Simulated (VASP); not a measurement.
Write the native input for VASP 6.6.1 that does the following.

```yaml
Task: single point
Functional: PBEsol
Potentials_or_basis: VASP PAW PBE potentials, release 64 (Ta_pv, N)
Cutoff: 520 eV
k_mesh: 12 × 12 × 10
Occupations: fermi-dirac, width 0.02 eV
Spin: no spin polarisation
Dipole_correction: no
Further_INCAR_settings: ALGO = Normal; EDIFF = 1e-06; NBANDS = 15
```

The structure of TaN lies in POSCAR:

```
TaN
1.0
    2.9379988584     -0.0146899943     -0.0146899943
   -1.4817213374      2.5517266448     -0.0053769111
   -0.0144150000     -0.0144150000      2.8830000000
Ta N
1 1
Direct
    0.3333333333      0.6666666667      0.5000000000
    0.0000000000      0.0000000000      0.0000000000
```

This cell differs from its parent crystal: equal xy, yz and zx shear strains of -1 %.

One way to write it, as run:

INCAR

```
PREC     = Accurate       # precision mode
ENCUT    = 520            # plane-wave cutoff, eV
EDIFF    = 1E-6           # SCF threshold, eV
ISMEAR   = -1             # smearing method
SIGMA    = 0.02           # smearing width, eV
LREAL    = F              # projectors in reciprocal space
LASPH    = T              # aspherical terms in the spheres
NELM     = 80             # most SCF steps
ALGO     = Normal         # electronic algorithm
ISIF     = 2              # what is computed and relaxed
LWAVE    = F              # write WAVECAR
LCHARG   = T              # write CHGCAR
GGA      = PS             # functional
LELF     = T              # ELF
LVHAR    = T            
NBANDS   = 15             # bands
```

KPOINTS

```
Automatic mesh
0
Gamma
  12 12 10
```

Potentials or basis: VASP PAW PBE potentials, release 64 (Ta_pv, N).

The run is started by

```bash
$ cat potpaw_PBE.64/Ta_pv/POTCAR potpaw_PBE.64/N/POTCAR > POTCAR
$ mpirun -np 1 vasp_std > vasp.out
```

It gave:

| Property | Result |
| --- | --- |
| Pressure | -4.0 GPa |
| Largest force | 0.022 eV/Å |
| Band gap on the k mesh | zero (bands 8 and 9 overlap by 0.32 eV) |

Caveat: the cell differs from its parent crystal (equal xy, yz and zx shear strains of -1 %); the cell stands under tension; the PAW data sets were made with another functional, which shifts forces and pressure a little; spin-orbit coupling is left out, which moves the levels of the heavy elements.

Wall time 60 s on 1 thread of Intel(R) Xeon(R) 6975P-C (Granite Rapids), with other jobs on the host, peak memory 0.34 GiB.
